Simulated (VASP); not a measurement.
# TiSi2: single point with r2SCAN

Crystal: TiSi2.

```xyz
6
Lattice="4.7807 0.0000 0.0000 0.0000 5.9222 0.0000 2.3903 2.8606 2.9594" Properties=species:S:1:pos:R:3 pbc="T T T"
Ti    1.1952    2.9611    0.0000
Ti    2.3903    0.0000    0.0000
Si    5.9759    4.8911    1.9966
Si    3.5855    3.8918    0.9628
Si    4.7807    0.9307    0.9628
Si    2.3903    1.9300    1.9966
```

```json
{
  "Program": "VASP 6.6.1",
  "Task": "single point",
  "Functional": "r2SCAN",
  "Potentials or basis": "VASP PAW PBE potentials, release 64 (Ti_sv, Si)",
  "Cutoff": "520 eV",
  "k mesh": "7 × 6 × 12",
  "Occupations": "gaussian, width 0.1 eV",
  "Spin": "no spin polarisation",
  "Dipole correction": "no",
  "Further INCAR settings": "ALGO = Normal; EDIFF = 1e-07; NBANDS = 29; ISYM = 0"
}
```

```yaml
Pressure: 0.3 GPa
Largest_force: 0.021 eV/Å
Band_gap_on_the_k_mesh: zero (bands 20 and 21 overlap by 1.95 eV)
```

Forces in eV/Å, atoms in the order of the input:
```
Ti  -0.003  0.000 -0.004
Ti   0.003  0.000  0.004
Si   0.003  0.008  0.015
Si   0.002 -0.007 -0.020
Si  -0.003 -0.008 -0.015
Si  -0.002  0.007  0.020
```

Stress tensor (GPa, compression positive):
```
 0.25 -0.06 -0.01
-0.06  0.44 -0.21
-0.01 -0.21  0.21
```

Levels at points of the mesh, in eV from the Fermi level:
| k point | band 18 | band 19 | band 20 | band 21 | band 22 | band 23 |
| --- | --- | --- | --- | --- | --- | --- |
| (0.00, 0.00, 0.00) | -2.32 | -2.01 | -1.56 | -0.98 | 2.27 | 3.37 |
| (0.00, 0.50, 0.00) | -1.77 | -1.06 | -1.06 | 0.84 | 0.84 | 3.43 |
| (0.00, 0.00, 0.50) | -1.17 | -0.71 | -0.71 | 0.93 | 0.93 | 2.47 |
| (0.00, 0.50, 0.50) | -2.51 | -0.92 | -0.92 | 1.40 | 1.40 | 3.59 |

Wall time 76 min on 1 thread of Oxide Virtual Turin-like Processor, on a shared host, peak memory 0.57 GiB.

Caveat: the PAW data sets were made with another functional, which shifts forces and pressure a little.
